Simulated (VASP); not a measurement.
Runs of VASP 6.6.1 on Rh. The structure is that of space group P6_3/mmc (No. 194), or close to it. The cells are those of the table. 

| task | spin | cell | k mesh | cutoff (eV) | smearing | gap on the mesh (eV) | pressure (GPa) | moment (μB) |
| --- | --- | --- | --- | --- | --- | --- | --- | --- |
| single point | off | a = 2.725, b = 2.725, c = 4.392 Å, angles 90.0, 90.0, 120.0°, 2 atoms | 13 × 13 × 7 | 520 | fermi-dirac 0.1 eV | none | 0.0 | - |
| single point | off | a = 2.689, b = 2.689, c = 4.333 Å, angles 90.0, 90.0, 120.0°, 2 atoms | 22 × 22 × 12 | 520 | fermi-dirac 0.1 eV | none | (a) | - |
| single point | off | a = 2.725, b = 2.725, c = 4.392 Å, angles 90.0, 90.0, 120.0°, 2 atoms | 7 × 7 × 4 | 500 | fermi-dirac 0.1 eV | none | -0.9 | - |
| single point | off | a = 2.612, b = 2.612, c = 4.209 Å, angles 90.0, 90.0, 120.0°, 2 atoms | 22 × 22 × 12 | 520 | fermi-dirac 0.1 eV | none | (c) | - |
| single point | collinear, ferromagnetic start | a = 2.828, b = 2.828, c = 4.563 Å, angles 90.0, 90.0, 120.0°, 2 atoms | 15 × 15 × 8 | 520 | fermi-dirac 0.05 eV | none | -21.4 | 0.00 |
| single point | off | a = 2.725, b = 2.725, c = 4.392 Å, angles 90.0, 90.0, 120.0°, 2 atoms | 22 × 22 × 12 | 520 | fermi-dirac 0.1 eV | none | 0.0 | - |
| single point | off | a = 2.651, b = 2.651, c = 4.272 Å, angles 90.0, 90.0, 120.0°, 2 atoms | 22 × 22 × 12 | 520 | fermi-dirac 0.1 eV | none | (b) | - |
| single point | collinear, ferromagnetic start | a = 2.794, b = 2.794, c = 4.508 Å, angles 90.0, 90.0, 120.0°, 2 atoms | 15 × 15 × 8 | 520 | fermi-dirac 0.05 eV | none | -16.0 | 0.02 |
| relaxation of cell and atoms | off | relaxed from a = 2.689, b = 2.689, c = 4.391 Å, angles 90.0, 90.0, 120.0°, 2 atoms | 13 × 13 × 7 | 600 | fermi-dirac 0.1 eV | none | 0.0 | - |

Alike in all rows: level PBE; potentials or basis VASP PAW PBE potentials, release 64 (Rh_pv).

Estimate the missing entries.

(a) 11.4; (b) 26.1; (c) 44.8.

Caveats: some runs use coarse meshes.

A k mesh can miss the band edges, and the runs leave out spin-orbit coupling on Rh.

A gap of «none» marks levels without a gap at the run's occupations.
